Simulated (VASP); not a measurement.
# B (Im-3m) in VASP: single point with PBEsol

Aim: the single point of B with PBEsol.

Everything below comes from runs of VASP 6.6.1. Logs are shortened: lines on timing, memory, paths and dates and some standing lists are left out, and cuts for length are marked.

## Step 1: The cell of the first run

Symmetry: Im-3m, No. 229, cubic system. The conventional cell has a = 2.297 Å, b = 2.297 Å, c = 2.297 Å, α = 90.00°, β = 90.00°, γ = 90.00°. Within 2.6 Å of B (site symmetry m-3m) lie 14 B at 1.99 to 2.30 Å.

## Step 2: Single point, PBEsol

INCAR reads:

```
PREC = Accurate ; ENCUT = 500
EDIFF = 1E-6 ; ISMEAR = -1
SIGMA = 0.08 ; LREAL = False
LASPH = True ; NELM = 120
ALGO = Normal ; ISIF = 2
LWAVE = False ; LCHARG = False
GGA = PS ; NBANDS = 8
GGA_COMPAT = False
```

KPOINTS reads:

```
Automatic mesh
0
Gamma
  25 25 25
```

POSCAR reads:

```
B
1.0
   -1.1486486980      1.1486486980      1.1486486980
    1.1486486980     -1.1486486980      1.1486486980
    1.1486486980      1.1486486980     -1.1486486980
B
1
Direct
    0.0000000000      0.0000000000      0.0000000000
```

Potentials or basis: VASP PAW PBE potentials, release 64 (B).

The run is started by

```
$ cat potpaw_PBE.64/B/POTCAR > POTCAR
$ mpirun -np 1 vasp_std > vasp.out
```

OUTCAR:

```text
PREC = Accurate
   ENCUT = 500
   EDIFF = 1E-6
   ISMEAR = -1
   LREAL = False
   LASPH = True
   NELM = 120
   ISIF = 2
   GGA = PS

 ion  position               nearest neighbor table
   1  0.000  0.000  0.000-

  LATTYP: Found a body centered cubic cell.
 ALAT       =     2.2972973960

  Lattice vectors:

 A1 = (  -1.1486486980,   1.1486486980,   1.1486486980)
 A2 = (   1.1486486980,  -1.1486486980,   1.1486486980)
 A3 = (   1.1486486980,   1.1486486980,  -1.1486486980)

Analysis of symmetry for initial positions (statically):
=====================================================================
 Subroutine PRICEL returns:
 Original cell was already a primitive cell.

 Routine SETGRP: Setting up the symmetry group for a
 body centered cubic supercell.

 Subroutine GETGRP returns: Found 48 space group operations
 (whereof 48 operations were pure point group operations)
 out of a pool of 48 trial point group operations.

The static configuration has the point symmetry O_h .

Analysis of symmetry for dynamics (positions and initial velocities):
=====================================================================
 Subroutine PRICEL returns:
 Original cell was already a primitive cell.

 Routine SETGRP: Setting up the symmetry group for a
 body centered cubic supercell.

 Subroutine GETGRP returns: Found 48 space group operations
 (whereof 48 operations were pure point group operations)
 out of a pool of 48 trial point group operations.

The dynamic configuration has the point symmetry O_h .

 Subroutine INISYM returns: Found 48 space group operations
 (whereof 48 operations are pure point group operations),
 and found     1 'primitive' translations

----------------------------------------------------------------------------------------

                                     Primitive cell

  volume of cell :       6.0621

  direct lattice vectors                    reciprocal lattice vectors
    -1.148648698  1.148648698  1.148648698     0.000000000  0.435294099  0.435294099
     1.148648698 -1.148648698  1.148648698     0.435294099  0.000000000  0.435294099
     1.148648698  1.148648698 -1.148648698     0.435294099  0.435294099  0.000000000

  length of vectors
     1.989517905  1.989517905  1.989517905     0.615598818  0.615598818  0.615598818

  position of ions in fractional coordinates (direct lattice)
     0.000000000  0.000000000  0.000000000

  ion indices of the primitive-cell ions
   primitive index   ion index
                 1           1

----------------------------------------------------------------------------------------

 KPOINTS: Automatic mesh

Automatic generation of k-mesh.
 Grid dimensions read from file:
 generate k-points for:   25   25   25

 Generating k-lattice:

  Cartesian coordinates                     Fractional coordinates (reciprocal lattice)
     0.000000000  0.017411764  0.017411764     0.040000000  0.000000000  0.000000000
     0.017411764  0.000000000  0.017411764     0.000000000  0.040000000  0.000000000
     0.017411764  0.017411764  0.000000000     0.000000000  0.000000000  0.040000000

  Length of vectors
     0.024623953  0.024623953  0.024623953

  Shift w.r.t. Gamma in fractional coordinates (k-lattice)
     0.000000000  0.000000000  0.000000000

 Subroutine IBZKPT returns following result:
 ===========================================

 Found    455 irreducible k-points:

 Following reciprocal coordinates:
            Coordinates               Weight
  0.000000  0.000000  0.000000      1.000000
  0.040000  0.000000  0.000000     12.000000
  0.080000  0.000000  0.000000     12.000000
  0.120000  0.000000  0.000000     12.000000
  0.160000  0.000000  0.000000     12.000000
  0.200000  0.000000  0.000000     12.000000
[... 16 lines left out ...]
  0.400000  0.040000 -0.000000     48.000000
  0.440000  0.040000 -0.000000     48.000000
 [... further k-points ...]
   k-points           NKPTS =    455   k-points in BZ     NKDIM =    455   number of bands    NBANDS=      8
   number of dos      NEDOS =    301   number of ions     NIONS =      1
   total plane-waves  NPLWV =   4096
   dimension x,y,z NGX =    16 NGY =   16 NGZ =   16
   dimension x,y,z NGXF=    32 NGYF=   32 NGZF=   32
   ions per type =               1
   NGX,Y,Z   is equivalent  to a cutoff of  13.37, 13.37, 13.37 a.u.
   NGXF,Y,Z  is equivalent  to a cutoff of  26.74, 26.74, 26.74 a.u.
 SYSTEM =  unknown system
   PREC   = accura    normal or accurate (medium, high low for compatibility)
   ISTART =      0    job   : 0-new  1-cont  2-samecut
   ICHARG =      2    charge: 1-file 2-atom 10-const
   ISPIN  =      1    spin polarized calculation?
   LNONCOLLINEAR =      F non collinear calculations
   LSORBIT =      F    spin-orbit coupling
   LASPH  =      T    aspherical Exc in radial PAW
   ENCUT  =  500.0 eV  36.75 Ry    6.06 a.u.   3.63  3.63  3.63*2*pi/ulx,y,z
   NELM   =    120;   NELMIN=  2; NELMDL= -5     # of ELM steps
   EDIFF  = 0.1E-05   stopping-criterion for ELM
   LREAL  =      F    real-space projection
   EDIFFG = 0.1E-04   stopping-criterion for IOM
   NSW    =      0    number of steps for IOM
   IBRION =     -1    ionic relax: 0-MD 1-quasi-New 2-CG
   NFREE  =      0    steps in history (QN), initial steepest desc. (CG)
   ISIF   =      2    stress and relaxation
   ISYM   =      2    0-nonsym 1-usesym 2-fastsym
   POTIM  = 0.5000    time-step for ionic-motion
   TEBEG  =    0.0;   TEEND  =   0.0 temperature during run
   PSTRESS=    0.0 pullay stress
   NELECT =       3.0000    total number of electrons
   NUPDOWN=      -1.0000    fix difference up-down
   EMIN   =  10.00;   EMAX   =-10.00  energy-range for DOS
   EFERMI =   0.00;   METHOD = LEGACY
   ISMEAR =    -1;   SIGMA  =   0.08  broadening in eV -4-tet -1-fermi 0-gaus
   EFERMI_NEDOS =   21; number of points for ismear=-14 and -15
   IALGO  =     38    algorithm
   IMIX   =      4    mixing-type and parameters
     AMIX     =   0.40;   BMIX     =  1.00
     AMIX_MAG =   1.60;   BMIX_MAG =  1.00
  volume/ion in A,a.u.               =       6.06        40.91
  Fermi-wavevector in a.u.,A,eV,Ry     =   1.294915  2.447035 22.814326  1.676806
  Thomas-Fermi vector in A             =   2.426468
   LORBIT       =      0    0 simple, 1 ext, 2 COOP (PROOUT), +10 PAW based schemes
   GGA     = PS    functional components
   LHFCALC =     F    Hartree Fock is set to
   AEXX    =    0.0000 exact exchange contribution
   IVDW    =     0    specifies the selected vdW correction
   LEPSILON=     F    determine dielectric tensor
   LRPA    =     F    only Hartree local field effects (RPA)
 non-spin polarized calculation
  energy-cutoff  :      500.00
  volume of cell :        6.06
 maximum number of plane-waves:       164
   NGX =  7   NGY =  7   NGZ =  7

 number of electron       3.0000000 magnetization

 Free energy of the ion-electron system (eV)
  ---------------------------------------------------
  ext. energy  EPLUGINS =         0.00000000
  ---------------------------------------------------
  free energy    TOTEN  =        -5.39607683 eV

  energy without entropy =       -5.39190175  energy(sigma->0) =       -5.39398929

 E-fermi :  10.1449     XC(G=0): -12.9256

 val. band max:       10.1342181971   @ k =  -0.4400   0.4800   0.3600
 cond. band min:      10.1820770930   @ k =  -0.3600   0.4000   0.0800
 fundamental gap:      0.0478588958
 Fermi energy:        10.1449070718

 k-point     1 :       0.0000    0.0000    0.0000
  band No.  band energies     occupation
      1      -8.6495      2.00000
      2      25.8899      0.00000
      3      25.8899      0.00000
      4      25.8899      0.00000
      5      44.2145      0.00000
      6      44.2145      0.00000
      7      44.2145      0.00000
      8      48.0182      0.00000

 k-point     2 :       0.0400    0.0000    0.0000
  band No.  band energies     occupation
      1      -8.5767      2.00000
      2      25.6501      0.00000
      3      25.7042      0.00000
      4      25.8445      0.00000
      5      43.4632      0.00000
      6      43.4977      0.00000
      7      44.5726      0.00000
      8      46.6331      0.00000

 k-point     3 :       0.0800    0.0000    0.0000
  band No.  band energies     occupation
      1      -8.3582      2.00000
      2      24.9223      0.00000
      3      25.1906      0.00000
      4      25.7099      0.00000
      5      41.5487      0.00000
      6      41.9609      0.00000
      7      45.6022      0.00000
      8      46.1702      0.00000

 k-point     4 :       0.1200    0.0000    0.0000
  band No.  band energies     occupation
      1      -7.9942      2.00000
      2      23.7025      0.00000
      3      24.4512      0.00000
      4      25.4925      0.00000
      5      39.6139      0.00000
      6      40.3562      0.00000
      7      45.4310      0.00000
      8      47.1067      0.00000

 k-point     5 :       0.1600    0.0000    0.0000
  band No.  band energies     occupation
      1      -7.4851      2.00000
      2      22.0319      0.00000
      3      23.5947      0.00000
      4      25.2039      0.00000
      5      38.1325      0.00000
      6      38.8321      0.00000
      7      45.0085      0.00000
      8      48.0915      0.00000
[... 177 lines left out ...]
 k-point    22 :       0.3600    0.0400    0.0000
  band No.  band energies     occupation
      1      -2.1511      2.00000
      2       9.8966      1.91410
      3      19.4135      0.00000
      4      22.9895      0.00000
      5      33.6874      0.00000
      6      36.0918      0.00000
      7      47.5288      0.00000
      8      53.2708      0.00000

 k-point    23 :       0.4000    0.0400   -0.0000
  band No.  band energies     occupation
      1      -0.8520      2.00000
      2       7.9165      2.00000
      3      19.0565      0.00000
      4      22.7624      0.00000
      5      33.2687      0.00000
      6      36.1608      0.00000
      7      48.4744      0.00000
      8      52.6891      0.00000

 k-point    24 :       0.4400    0.0400   -0.0000
  band No.  band energies     occupation
      1       0.3456      2.00000
      2       6.3040      2.00000
      3      18.8403      0.00000
      4      22.6215      0.00000
      5      33.0167      0.00000
      6      36.2226      0.00000
      7      49.2760      0.00000
      8      52.2229      0.00000

 [... further k-points ...]
[... 5 lines left out ...]
  --------------------------------------------------------------------------------------
  -------------------------------------------------------------------------------------
  Total        0.0097677      0.0097677      0.0097677     -0.0000000     -0.0000000     -0.0000000
  in kB        2.5815464      2.5815464      2.5815464     -0.0000000     -0.0000000     -0.0000000
  external PRESSURE =       2.5815464 kB  Pullay stress =       0.0000000 kB

 VOLUME and BASIS-vectors are now :
 -----------------------------------------------------------------------------
  energy-cutoff  :      500.00
  volume of cell :        6.06
      direct lattice vectors                 reciprocal lattice vectors
    -1.148648698  1.148648698  1.148648698     0.000000000  0.435294099  0.435294099
     1.148648698 -1.148648698  1.148648698     0.435294099  0.000000000  0.435294099
     1.148648698  1.148648698 -1.148648698     0.435294099  0.435294099  0.000000000

 POSITION                                       TOTAL-FORCE (eV/Angst)
 -----------------------------------------------------------------------------------
      0.00000      0.00000      0.00000        -0.000000      0.000000     -0.000000
 -----------------------------------------------------------------------------------
    total drift:                               -0.000000     -0.000000      0.000000

  FREE ENERGIE OF THE ION-ELECTRON SYSTEM (eV)
  ---------------------------------------------------
  free  energy   TOTEN  =        -5.3960768280 eV

  energy  without entropy=       -5.3919017500  energy(sigma->0) =       -5.39398929
```

It took 8.3 s on 1 thread of AMD EPYC 9R45 (Zen 5), shared host; peak memory 0.09 GiB.

Results:

| Property | Result |
| --- | --- |
| Free energy | -5.3961 eV |
| Pressure | 0.3 GPa |

Levels at points of the mesh, in eV from the Fermi level:
```csv
k point,band 1,band 2,band 3,band 4,band 5
"(0.00, 0.00, 0.00)",-18.79,15.74,15.74,15.74,34.07
```

Caveat: the PAW data sets were made with another functional, which shifts forces and pressure a little.
